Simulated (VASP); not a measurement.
# SnSe (I4/mmm) in VASP: further runs

Runs on SnSe. Level: PBE. Tasks: relaxation of the atoms.

All numbers are computed with VASP 6.6.1; they aren't measurements. Logs are shortened: lines on timing, memory, paths and dates and some standing lists are left out, and cuts for length are marked.

### 1 The cell of the first run

Symmetry: I4/mmm, No. 139, tetragonal system. Conventional cell: a = 4.257 Å, b = 4.257 Å, c = 5.960 Å, α = 90.00°, β = 90.00°, γ = 90.00°. Within 3.9 Å of Sn (site symmetry 4/mmm) lie 6 Se at 2.98 to 3.01 Å. Se (site symmetry 4/mmm) has 6 Sn at 2.98 to 3.01 Å within 3.9 Å.

### 2 Relaxation of the atoms, PBE (z stretched by -1 %)

Input file INCAR:

```
SYSTEM = SnSe
PREC     = Accurate       ! precision mode
ENCUT    = 450            ! plane-wave cutoff, eV
EDIFF    = 1E-7           ! SCF threshold, eV
ISMEAR   = -1             ! smearing method
SIGMA    = 0.02           ! smearing width, eV
LREAL    = .False.        ! projectors in reciprocal space
LASPH    = .True.         ! aspherical terms in the spheres
NELM     = 120            ! most SCF steps
ALGO     = Normal         ! electronic algorithm
ISIF     = 2              ! what is computed and relaxed
LWAVE    = .False.        ! write WAVECAR
LCHARG   = .False.        ! write CHGCAR
GGA      = PE             ! functional
IBRION   = 2              ! ionic algorithm
NSW      = 80             ! ionic steps
EDIFFG   = -0.02          ! ionic threshold
GGA_COMPAT= .False.      
NELMIN   = 4
```

Input file KPOINTS:

```
regular mesh
0
Gamma
  13 13 13
  0 0 0
```

Input file POSCAR:

```
SnSe
1.0
    0.0000000000      3.0100000000      2.9799000000
    3.0100000000      0.0000000000      2.9799000000
    3.0100000000      3.0100000000      0.0000000000
Sn Se
1 1
Direct
    0.0000000000      0.0000000000      0.0000000000
    0.5000000000      0.5000000000      0.5000000000
```

Potentials or basis: VASP PAW PBE potentials, release 64 (Sn_d, Se).

The run is started by

```console
$ cat potpaw_PBE.64/Sn_d/POTCAR potpaw_PBE.64/Se/POTCAR > POTCAR
$ mpirun -np 1 vasp_std > vasp.out
```

OUTCAR:

```text
SYSTEM = SnSe
   PREC = Accurate
   ENCUT = 450
   EDIFF = 1E-7
   ISMEAR = -1
   LREAL = .False.
   LASPH = .True.
   NELM = 120
   ISIF = 2
   GGA = PE
   IBRION = 2
   NSW = 80
   EDIFFG = -0.02
   NELMIN = 4

 ion  position               nearest neighbor table
   1  0.000  0.000  0.000-   2 2.98   2 2.98   2 3.01   2 3.01   2 3.01   2 3.01
   2  0.500  0.500  0.500-   1 2.98   1 2.98   1 3.01   1 3.01   1 3.01   1 3.01

  LATTYP: Found a body centered tetragonal cell.
 ALAT       =     4.2567828227
 C/A-ratio  =     1.4000714267

  Lattice vectors:

 A1 = (   0.0000000000,  -3.0100000000,  -2.9799000000)
 A2 = (   0.0000000000,   3.0100000000,  -2.9799000000)
 A3 = (   3.0100000000,   0.0000000000,   2.9799000000)

Analysis of symmetry for initial positions (statically):
=====================================================================
 Subroutine PRICEL returns:
 Original cell was already a primitive cell.

 Routine SETGRP: Setting up the symmetry group for a
 body centered tetragonal supercell.

 Subroutine GETGRP returns: Found 16 space group operations
 (whereof 16 operations were pure point group operations)
 out of a pool of 16 trial point group operations.

The static configuration has the point symmetry D_4h.

Analysis of symmetry for dynamics (positions and initial velocities):
=====================================================================
 Subroutine PRICEL returns:
 Original cell was already a primitive cell.

 Routine SETGRP: Setting up the symmetry group for a
 body centered tetragonal supercell.

 Subroutine GETGRP returns: Found 16 space group operations
 (whereof 16 operations were pure point group operations)
 out of a pool of 16 trial point group operations.

The dynamic configuration has the point symmetry D_4h.

 Subroutine INISYM returns: Found 16 space group operations
 (whereof 16 operations are pure point group operations),
 and found     1 'primitive' translations

----------------------------------------------------------------------------------------

                                     Primitive cell

  volume of cell :      53.9964

  direct lattice vectors                    reciprocal lattice vectors
     0.000000000  3.010000000  2.979900000    -0.166112957  0.166112957  0.167790865
     3.010000000  0.000000000  2.979900000     0.166112957 -0.166112957  0.167790865
     3.010000000  3.010000000  0.000000000     0.166112957  0.166112957 -0.167790865

  length of vectors
     4.235552385  4.235552385  4.256782823     0.288688073  0.288688073  0.288688073

  position of ions in fractional coordinates (direct lattice)
     0.000000000  0.000000000  0.000000000
     0.500000000  0.500000000  0.500000000

  ion indices of the primitive-cell ions
   primitive index   ion index
                 1           1
                 2           2

----------------------------------------------------------------------------------------

 KPOINTS: regular mesh

Automatic generation of k-mesh.
 Grid dimensions read from file:
 generate k-points for:   13   13   13

 Generating k-lattice:

  Cartesian coordinates                     Fractional coordinates (reciprocal lattice)
    -0.012777920  0.012777920  0.012906990     0.076923077  0.000000000  0.000000000
     0.012777920 -0.012777920  0.012906990     0.000000000  0.076923077  0.000000000
     0.012777920  0.012777920 -0.012906990     0.000000000  0.000000000  0.076923077

  Length of vectors
     0.022206775  0.022206775  0.022206775

  Shift w.r.t. Gamma in fractional coordinates (k-lattice)
     0.000000000  0.000000000  0.000000000

 Subroutine IBZKPT returns following result:
 ===========================================

 Found    196 irreducible k-points:

 Following reciprocal coordinates:
            Coordinates               Weight
  0.000000  0.000000  0.000000      1.000000
  0.076923 -0.000000  0.000000      8.000000
  0.153846 -0.000000  0.000000      8.000000
  0.230769 -0.000000  0.000000      8.000000
  0.307692 -0.000000  0.000000      8.000000
  0.384615 -0.000000  0.000000      8.000000
[... 16 lines left out ...]
  0.384615  0.153846  0.000000      8.000000
  0.461538  0.153846  0.000000      8.000000
 [... further k-points ...]
   k-points           NKPTS =    196   k-points in BZ     NKDIM =    196   number of bands    NBANDS=     14
   number of dos      NEDOS =    301   number of ions     NIONS =      2
   total plane-waves  NPLWV =  27000
   dimension x,y,z NGX =    30 NGY =   30 NGZ =   30
   dimension x,y,z NGXF=    60 NGYF=   60 NGZF=   60
   ions per type =               1   1
   NGX,Y,Z   is equivalent  to a cutoff of  11.78, 11.78, 11.72 a.u.
   NGXF,Y,Z  is equivalent  to a cutoff of  23.55, 23.55, 23.43 a.u.
 SYSTEM =  SnSe
   PREC   = accura    normal or accurate (medium, high low for compatibility)
   ISTART =      0    job   : 0-new  1-cont  2-samecut
   ICHARG =      2    charge: 1-file 2-atom 10-const
[... 75 lines left out ...]
     12       9.9768      0.00000
     13      10.2197      0.00000
     14      11.5314      0.00000

 k-point     2 :       0.0769   -0.0000    0.0000
  band No.  band energies     occupation
      1     -15.9032      2.00000
      2     -15.9021      2.00000
      3     -15.9000      2.00000
      4     -15.8996      2.00000
      5     -15.8972      2.00000
      6      -8.1865      2.00000
      7       0.4145      2.00000
      8       3.4568      2.00000
      9       3.5243      2.00000
     10       3.7011      2.00000
     11       9.5995      0.00000
     12       9.6515      0.00000
     13       9.8569      0.00000
     14      11.5499      0.00000

 k-point     3 :       0.1538   -0.0000    0.0000
  band No.  band energies     occupation
      1     -15.9033      2.00000
      2     -15.9026      2.00000
      3     -15.8997      2.00000
      4     -15.8975      2.00000
      5     -15.8969      2.00000
      6      -8.0627      2.00000
      7      -0.1777      2.00000
      8       3.4917      2.00000
      9       3.5417      2.00000
     10       4.1461      2.00000
     11       8.8308      0.00000
     12       8.9754      0.00000
     13       9.1380      0.00000
     14      11.5648      0.00000

 k-point     4 :       0.2308   -0.0000    0.0000
  band No.  band energies     occupation
      1     -15.9051      2.00000
      2     -15.9029      2.00000
      3     -15.9000      2.00000
      4     -15.8948      2.00000
      5     -15.8944      2.00000
      6      -7.8725      2.00000
      7      -0.8728      2.00000
      8       3.5437      2.00000
      9       3.5756      2.00000
     10       4.6198      2.00000
     11       8.0391      0.00000
     12       8.2645      0.00000
     13       8.3938      0.00000
     14      11.7633      0.00000

 k-point     5 :       0.3077   -0.0000    0.0000
  band No.  band energies     occupation
      1     -15.9070      2.00000
      2     -15.9044      2.00000
      3     -15.8997      2.00000
      4     -15.8920      2.00000
      5     -15.8911      2.00000
      6      -7.6451      2.00000
      7      -1.5338      2.00000
      8       3.6133      2.00000
      9       3.6255      2.00000
     10       5.0308      2.00000
     11       7.3441      0.00000
[... 276 lines left out ...]
 k-point    22 :       0.3077    0.1538    0.0000
  band No.  band energies     occupation
      1     -15.9071      2.00000
      2     -15.9041      2.00000
      3     -15.9015      2.00000
      4     -15.8923      2.00000
      5     -15.8902      2.00000
      6      -7.6632      2.00000
      7      -1.1227      2.00000
      8       2.9373      2.00000
      9       3.0037      2.00000
     10       4.7034      2.00000
     11       7.2317      0.00000
     12       9.1400      0.00000
     13       9.1927      0.00000
     14      10.6771      0.00000

 k-point    23 :       0.3846    0.1538    0.0000
  band No.  band energies     occupation
      1     -15.9092      2.00000
      2     -15.9033      2.00000
      3     -15.9025      2.00000
      4     -15.8908      2.00000
      5     -15.8875      2.00000
      6      -7.4493      2.00000
      7      -1.6203      2.00000
      8       2.9135      2.00000
      9       2.9650      2.00000
     10       4.4698      2.00000
     11       7.3308      0.00000
     12       8.6267      0.00000
     13       8.8829      0.00000
     14      11.1636      0.00000

 k-point    24 :       0.4615    0.1538    0.0000
  band No.  band energies     occupation
      1     -15.9102      2.00000
      2     -15.9050      2.00000
      3     -15.9003      2.00000
      4     -15.8899      2.00000
      5     -15.8860      2.00000
      6      -7.2711      2.00000
      7      -1.9994      2.00000
      8       2.7078      2.00000
      9       3.0802      2.00000
     10       4.4577      2.00000
     11       7.2479      0.00000
     12       8.0984      0.00000
     13       8.8790      0.00000
     14      11.9233      0.00000

 [... further k-points ...]

------------------------ aborting loop because EDIFF is reached ----------------------------------------

  FORCE on cell =-STRESS in cart. coord.  units (eV):
  Direction    XX          YY          ZZ          XY          YZ          ZX
  --------------------------------------------------------------------------------------
  -------------------------------------------------------------------------------------
  Total        0.4116635      0.4116635      0.8535470      0.0000000      0.0000000     -0.0000000
  in kB       12.2148539     12.2148539     25.3263918      0.0000000      0.0000000     -0.0000000
  external PRESSURE =      16.5853666 kB  Pullay stress =       0.0000000 kB

 VOLUME and BASIS-vectors are now :
 -----------------------------------------------------------------------------
  energy-cutoff  :      450.00
  volume of cell :       54.00
      direct lattice vectors                 reciprocal lattice vectors
     0.000000000  3.010000000  2.979900000    -0.166112957  0.166112957  0.167790865
     3.010000000  0.000000000  2.979900000     0.166112957 -0.166112957  0.167790865
     3.010000000  3.010000000  0.000000000     0.166112957  0.166112957 -0.167790865

 POSITION                                       TOTAL-FORCE (eV/Angst)
 -----------------------------------------------------------------------------------
      0.00000      0.00000      0.00000         0.000000     -0.000000      0.000000
      3.01000      3.01000      2.97990        -0.000000      0.000000     -0.000000
 -----------------------------------------------------------------------------------
    total drift:                               -0.000000      0.000000      0.000000

  FREE ENERGIE OF THE ION-ELECTRON SYSTEM (eV)
  ---------------------------------------------------
  free  energy   TOTEN  =        -8.2048906928 eV

  energy  without entropy=       -8.2048899898  energy(sigma->0) =       -8.20489034

 reached required accuracy - stopping structural energy minimisation
```

Run time: 63 s. Hardware: 1 thread of Intel Xeon Platinum 8488C (Sapphire Rapids), shared host; peak memory 0.27 GiB.

Results:

```
Free energy             : -8.2049 eV
Pressure after relaxing : 1.7 GPa
Band gap on the k mesh  : 0.37 eV (least direct gap 0.40 eV)
```

Stress tensor (GPa, compression positive):
```
1.22 0.00 0.00
0.00 1.22 0.00
0.00 0.00 2.53
```

Final structure:
```xyz
2
Lattice="0.0000 3.0100 2.9799 3.0100 0.0000 2.9799 3.0100 3.0100 0.0000" Properties=species:S:1:pos:R:3 pbc="T T T"
Sn    0.0000    0.0000    0.0000
Se    3.0100    3.0100    2.9799
```

Levels at points of the mesh, in eV from the valence-band top:
```csv
k point,band 8,band 9,band 10,band 11,band 12,band 13
"(0.00, 0.00, 0.00)",-2.30,-2.20,-2.20,4.25,4.25,4.50
```

Caveat: the cell differs from its parent crystal (z stretched by -1 %); semilocal functionals underestimate gaps, and a narrow one can read as zero; spin-orbit coupling is left out, which moves the levels of the heavy elements. A k mesh can miss the band edges.

### 3 Relaxation of the atoms, PBE (z stretched by +3 %)

Input file INCAR:

```
SYSTEM = SnSe
ALGO = Normal
EDIFF = 1E-6
EDIFFG = -0.02
ENCUT = 520
GGA = PE
IBRION = 2
ISIF = 2
ISMEAR = -1
KPAR = 4
LASPH = .True.
LCHARG = .False.
LREAL = .False.
LWAVE = .False.
NELM = 60
NSW = 80
PREC = Accurate
SIGMA = 0.02
```

Input file KPOINTS:

```
k-points
0
Gamma
  13 13 13
  0 0 0
```

Input file POSCAR:

```
SnSe
1.0
    0.0000000000      3.0100000000      3.1003000000
    3.0100000000      0.0000000000      3.1003000000
    3.0100000000      3.0100000000      0.0000000000
Sn Se
1 1
Direct
    0.0000000000      0.0000000000      0.0000000000
    0.5000000000      0.5000000000      0.5000000000
```

Potentials or basis: VASP PAW PBE potentials, release 64 (Sn_d, Se).

The run is started by

```console
$ cat potpaw_PBE.64/Sn_d/POTCAR potpaw_PBE.64/Se/POTCAR > POTCAR
$ mpirun -np 4 vasp_std > vasp.out
```

Wall time 56 s (4 MPI ranks of Oxide Virtual Turin-like, shared host); peak memory 0.28 GiB.

Results (log left out):

```
Free energy             : -8.2040 eV
Pressure after relaxing : -0.3 GPa
Band gap on the k mesh  : 0.39 eV (least direct gap 0.48 eV)
```

Stress tensor (GPa, compression positive):
```
 0.70  0.00  0.00
 0.00  0.70  0.00
 0.00  0.00 -2.30
```

Final structure:
```xyz
2
Lattice="0.0000 3.0100 3.1003 3.0100 0.0000 3.1003 3.0100 3.0100 0.0000" Properties=species:S:1:pos:R:3 pbc="T T T"
Sn    0.0000    0.0000    0.0000
Se    3.0100    3.0100    3.1003
```

Levels at points of the mesh, in eV from the valence-band top:
```csv
k point,band 6,band 7,band 8,band 9,band 10,band 11,band 12,band 13,band 14
"(0.00, 0.00, 0.00)",-13.68,-5.16,-2.20,-2.20,-1.93,3.77,4.43,4.43,5.75
```

Caveat: the cell differs from its parent crystal (z stretched by +3 %); semilocal functionals underestimate gaps, and a narrow one can read as zero; spin-orbit coupling is left out, which moves the levels of the heavy elements.

### 4 Relaxation of the atoms, PBE (z stretched by +1 %)

Input file INCAR:

```
SYSTEM = SnSe
PREC     = Accurate       ! precision mode
ENCUT    = 450            ! plane-wave cutoff, eV
EDIFF    = 1E-7           ! SCF threshold, eV
ISMEAR   = -1             ! smearing method
SIGMA    = 0.02           ! smearing width, eV
LREAL    = .False.        ! projectors in reciprocal space
LASPH    = .True.         ! aspherical terms in the spheres
NELM     = 120            ! most SCF steps
ALGO     = Normal         ! electronic algorithm
ISIF     = 2              ! what is computed and relaxed
LWAVE    = .False.        ! write WAVECAR
LCHARG   = .False.        ! write CHGCAR
GGA      = PE             ! functional
IBRION   = 2              ! ionic algorithm
NSW      = 80             ! ionic steps
EDIFFG   = -0.02          ! ionic threshold
GGA_COMPAT= .False.      
NELMIN   = 4
```

Input file KPOINTS:

```
regular mesh
0
Gamma
  13 13 13
  0 0 0
```

Input file POSCAR:

```
SnSe
1.0
    0.0000000000      3.0100000000      3.0401000000
    3.0100000000      0.0000000000      3.0401000000
    3.0100000000      3.0100000000      0.0000000000
Sn Se
1 1
Direct
    0.0000000000      0.0000000000      0.0000000000
    0.5000000000      0.5000000000      0.5000000000
```

The run is started by

```console
$ cat potpaw_PBE.64/Sn_d/POTCAR potpaw_PBE.64/Se/POTCAR > POTCAR
$ mpirun -np 1 vasp_std > vasp.out
```

Run time: 1.9 min. Hardware: 1 thread of Oxide Virtual Turin-like, shared host; peak memory 0.24 GiB.

It converged, with:

```
Free energy             : -8.2126 eV
Pressure after relaxing : 0.6 GPa
Band gap on the k mesh  : 0.41 eV (least direct gap 0.45 eV)
```

Stress tensor (GPa, compression positive):
```
 0.98  0.00  0.00
 0.00  0.98  0.00
 0.00  0.00 -0.17
```

Final structure:
```cif
data_structure
_symmetry_space_group_name_H-M 'P 1'
_symmetry_Int_Tables_number 1
_cell_length_a 4.2781
_cell_length_b 4.2781
_cell_length_c 4.2568
_cell_angle_alpha 60.165
_cell_angle_beta 60.165
_cell_angle_gamma 59.670
_cell_volume 55.09
loop_
_atom_site_label
_atom_site_type_symbol
_atom_site_fract_x
_atom_site_fract_y
_atom_site_fract_z
_atom_site_occupancy
Sn1 Sn 0.00000 0.00000 0.00000 1
Se1 Se 0.50000 0.50000 0.50000 1
```

Levels at points of the mesh, in eV from the valence-band top:
| k point | band 6 | band 7 | band 8 | band 9 | band 10 | band 11 | band 12 | band 13 | band 14 |
| --- | --- | --- | --- | --- | --- | --- | --- | --- | --- |
| (0.00, 0.00, 0.00) | -13.79 | -5.09 | -2.18 | -2.18 | -2.09 | 4.13 | 4.36 | 4.36 | 5.83 |

Caveat: the cell differs from its parent crystal (z stretched by +1 %); semilocal functionals underestimate gaps, and a narrow one can read as zero; spin-orbit coupling is left out, which moves the levels of the heavy elements.

### 5 Summary

| cell | cutoff (eV) | gap on the mesh (eV) | pressure (GPa) |
| --- | --- | --- | --- |
| atoms relaxed from a = 4.236, b = 4.236, c = 4.257 Å, angles 59.8, 59.8, 60.3°, 2 atoms | 450 | 0.37 | 1.7 |
| atoms relaxed from a = 4.321, b = 4.321, c = 4.257 Å, angles 60.5, 60.5, 59.0°, 2 atoms | 520 | 0.39 | -0.3 |
| atoms relaxed from a = 4.278, b = 4.278, c = 4.257 Å, angles 60.2, 60.2, 59.7°, 2 atoms | 450 | 0.41 | 0.6 |

Alike in all rows: task relaxation of the atoms; level PBE; potentials or basis VASP PAW PBE potentials, release 64 (Sn_d, Se); no spin polarisation; k mesh 13 × 13 × 13; smearing fermi-dirac 0.02 eV.

Caveats: semilocal functionals underestimate gaps, and a narrow one can read as zero; spin-orbit coupling is left out, which moves the levels of the heavy elements.

Total energies depend on the potentials used, so only differences within one code and one set of settings carry meaning.
